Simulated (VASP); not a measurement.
# Sr (Im-3m) in VASP: electric field gradients with PBE

Aim: the electric field gradients of Sr with PBE.

All numbers are computed with VASP 6.6.1; they aren't measurements. Logs are shortened: lines on timing, memory, paths and dates and some standing lists are left out, and cuts for length are marked.

## 1. The cell of the first run

It takes space group Im-3m (No. 229, cubic). Conventional cell: a = 4.850 Å, b = 4.850 Å, c = 4.850 Å, α = 90.00°, β = 90.00°, γ = 90.00°. Within 5.5 Å of Sr (site symmetry m-3m) lie 14 Sr at 4.20 to 4.85 Å.

## 2. Electric field gradients, PBE, non-collinear spin, zero start, spin-orbit coupling

The input, INCAR:

```
PREC     = Accurate       # precision mode
ENCUT    = 520            # plane-wave cutoff, eV
EDIFF    = 1E-8           # SCF threshold, eV
ISMEAR   = -1             # smearing method
SIGMA    = 0.05           # smearing width, eV
LREAL    = False          # projectors in reciprocal space
LASPH    = True           # aspherical terms in the spheres
NELM     = 150            # most SCF steps
ALGO     = Normal         # electronic algorithm
ISIF     = 2              # what is computed and relaxed
LWAVE    = False          # write WAVECAR
LCHARG   = False          # write CHGCAR
MAGMOM   = 0 0 0          # initial moments
LORBIT   = 11             # projections on sites
LSORBIT  = True           # spin-orbit coupling
GGA_COMPAT= False        
LORBMOM  = True         
GGA      = PE             # functional
LEFG     = True         
NBANDS   = 21             # bands
```

The input, KPOINTS:

```
Automatic mesh
0
Gamma
  10 10 10
```

The input, POSCAR:

```
Sr
1.0
   -2.4250000000      2.4250000000      2.4250000000
    2.4250000000     -2.4250000000      2.4250000000
    2.4250000000      2.4250000000     -2.4250000000
Sr
1
Direct
    0.0000000000      0.0000000000      0.0000000000
```

Potentials or basis: VASP PAW PBE potentials, release 64 (Sr_sv).

The run is started by

```
$ cat potpaw_PBE.64/Sr_sv/POTCAR > POTCAR
$ mpirun -np 1 vasp_ncl > vasp.out
```

OUTCAR:

```text
PREC = Accurate
   ENCUT = 520
   EDIFF = 1E-8
   ISMEAR = -1
   LREAL = False
   LASPH = True
   NELM = 150
   ISIF = 2
   LORBIT = 11
   LSORBIT = True
   GGA = PE

 ion  position               nearest neighbor table
   1  0.000  0.000  0.000-

  LATTYP: Found a body centered cubic cell.
 ALAT       =     4.8500000000

  Lattice vectors:

 A1 = (  -2.4250000000,   2.4250000000,   2.4250000000)
 A2 = (   2.4250000000,  -2.4250000000,   2.4250000000)
 A3 = (   2.4250000000,   2.4250000000,  -2.4250000000)

Analysis of symmetry for initial positions (statically):
=====================================================================
 Subroutine PRICEL returns:
 Original cell was already a primitive cell.

 Routine SETGRP: Setting up the symmetry group for a
 body centered cubic supercell.

 Subroutine GETGRP returns: Found 48 space group operations
 (whereof 48 operations were pure point group operations)
 out of a pool of 48 trial point group operations.

The static configuration has the point symmetry O_h .

Analysis of symmetry for dynamics (positions and initial velocities):
=====================================================================
 Subroutine PRICEL returns:
 Original cell was already a primitive cell.

 Routine SETGRP: Setting up the symmetry group for a
 body centered cubic supercell.

 Subroutine GETGRP returns: Found 48 space group operations
 (whereof 48 operations were pure point group operations)
 out of a pool of 48 trial point group operations.

The dynamic configuration has the point symmetry O_h .

Analysis of structural, dynamic, and magnetic symmetry:
=====================================================================
 Subroutine PRICEL returns:
 Original cell was already a primitive cell.

 Routine SETGRP: Setting up the symmetry group for a
 body centered cubic supercell.

 Subroutine GETGRP returns: Found 48 space group operations
 (whereof 48 operations were pure point group operations)
 out of a pool of 48 trial point group operations.

The overall configuration has the point symmetry O_h .

 Subroutine INISYM returns: Found 48 space group operations
 (whereof 48 operations are pure point group operations),
 and found     1 'primitive' translations
[... 747 lines left out ...]
     2.425000000  2.425000000 -2.425000000     0.206185567  0.206185567  0.000000000

 POSITION                                       TOTAL-FORCE (eV/Angst)
 -----------------------------------------------------------------------------------
      0.00000      0.00000      0.00000         0.000000     -0.000000     -0.000000
 -----------------------------------------------------------------------------------
    total drift:                               -0.000000      0.000000     -0.000000

  FREE ENERGIE OF THE ION-ELECTRON SYSTEM (eV)
  ---------------------------------------------------
  free  energy   TOTEN  =        -1.7198819984 eV

  energy  without entropy=       -1.7091710471  energy(sigma->0) =       -1.71452652

 Electric field gradients (V/A^2)
---------------------------------------------------------------------
 ion       V_xx      V_yy      V_zz      V_xy      V_xz      V_yz
---------------------------------------------------------------------
   1      -0.000     0.000    -0.000    -0.000    -0.000    -0.000
---------------------------------------------------------------------

 Electric field gradients after diagonalization (V/A^2)
 (convention: |V_zz| > |V_xx| > |V_yy|)
----------------------------------------------------------------------
 ion       V_xx      V_yy      V_zz     asymmetry (V_yy - V_xx)/ V_zz
----------------------------------------------------------------------
   1       0.000     0.000    -0.000       0.000
----------------------------------------------------------------------

           NMR quadrupolar parameters

 Cq : quadrupolar parameter    Cq=e*Q*V_zz/h
 eta: asymmetry parameters     (V_yy - V_xx)/ V_zz
 Q  : nuclear electric quadrupole moment in mb (millibarn)
----------------------------------------------------------------------
 ion       Cq(MHz)       eta       Q (mb)
----------------------------------------------------------------------
   1      -0.000       0.000       1.000
----------------------------------------------------------------------

 orbital moment (x)

 # of ion     p       d       tot
 ----------------------------------------
  1         0.000   0.000   0.000
 ----------------------------------------
            0.000   0.000   0.000

 orbital moment (y)

 # of ion     p       d       tot
 ----------------------------------------
  1        -0.000   0.000   0.000
 ----------------------------------------
           -0.000   0.000   0.000

 orbital moment (z)

 # of ion     p       d       tot
 ----------------------------------------
  1         0.000  -0.000  -0.000
 ----------------------------------------
            0.000  -0.000  -0.000

 Spin-Orbit-Coupling matrix elements

 Ion:    1  E_soc:     -0.1771111
 l=   1
     0.0000000    -0.0295193    -0.0295193
    -0.0295193     0.0000000    -0.0295193
    -0.0295193    -0.0295193     0.0000000
 l=   2
     0.0000000     0.0000033     0.0000000     0.0000033    -0.0000025
     0.0000033     0.0000000    -0.0000019     0.0000033    -0.0000006
     0.0000000    -0.0000019     0.0000000    -0.0000019     0.0000000
     0.0000033     0.0000033    -0.0000019     0.0000000    -0.0000006
    -0.0000025    -0.0000006     0.0000000    -0.0000006     0.0000000
 l=   3
     0.0000000     0.0000000     0.0000000     0.0000000     0.0000000     0.0000000     0.0000000
     0.0000000     0.0000000     0.0000000     0.0000000     0.0000000     0.0000000     0.0000000
     0.0000000     0.0000000     0.0000000     0.0000000     0.0000000     0.0000000     0.0000000
     0.0000000     0.0000000     0.0000000     0.0000000     0.0000000     0.0000000     0.0000000
     0.0000000     0.0000000     0.0000000     0.0000000     0.0000000     0.0000000     0.0000000
     0.0000000     0.0000000     0.0000000     0.0000000     0.0000000     0.0000000     0.0000000
     0.0000000     0.0000000     0.0000000     0.0000000     0.0000000     0.0000000     0.0000000

 total charge

# of ion       s       p       d       tot
------------------------------------------
    1        2.062   5.732   0.129   7.923

 magnetization (x)

# of ion       s       p       d       tot
------------------------------------------
    1        0.000  -0.000   0.000  -0.000

 magnetization (y)

# of ion       s       p       d       tot
------------------------------------------
    1       -0.000   0.000   0.000   0.000

 magnetization (z)

# of ion       s       p       d       tot
------------------------------------------
    1        0.000  -0.000  -0.000  -0.000
```

Run time: 2.9 min. Hardware: 1 thread of Intel Xeon Platinum 8259CL at 2.50GHz (Skylake/Cascade Lake), shared host; peak memory 0.34 GiB.

Results:

| Property | Result |
| --- | --- |
| Free energy | -1.7199 eV |
| Pressure | -0.6 GPa |
| Net moment | 0.00 μB per cell |
| Valence electrons inside the program's atomic spheres | Sr 7.92 |

Moments on the atoms (μB; x, y, z):
```
Sr  0.00 0.00 0.00
```

Caveat: without QUAD_EFG the Cq values of the log hold for a quadrupole moment of 1 mb, not for the nuclei.
